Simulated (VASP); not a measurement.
Here is a VASP 6.6.1 calculation.

Contents of INCAR:

```
SYSTEM = TiC
ALGO = Normal
EDIFF = 1E-6
ENCUT = 600
GGA = PE
GGA_COMPAT = .FALSE.
ISIF = 2
ISMEAR = -1
LASPH = .TRUE.
LCHARG = .FALSE.
LREAL = .FALSE.
LWAVE = .FALSE.
NBANDS = 15
NELM = 120
PREC = Accurate
SIGMA = 0.1
```

KPOINTS

```
k-points
0
G
  8 8 8
  0 0 0
```

Contents of POSCAR:

```
TiC
1.0
    0.0000000000      2.1650000000      2.1650000000
    2.1650000000      0.0000000000      2.1650000000
    2.1650000000      2.1650000000      0.0000000000
Ti C
1 1
Direct
    0.0000000000      0.0000000000      0.0000000000
    0.5000000000      0.5000000000      0.5000000000
```

Potentials or basis: VASP PAW PBE potentials, release 64 (Ti_sv, C).

The run is started by

```console
$ cat potpaw_PBE.64/Ti_sv/POTCAR potpaw_PBE.64/C/POTCAR > POTCAR
$ mpirun -np 1 vasp_std > vasp.out
```

Task: What does it give for the pressure?

Result: 0.6 GPa.

Task: What does it give for the band gap on the k mesh?

Result: Zero (band 8 reaches 10.12 eV, above the bottom of band 9 at 9.02 eV).
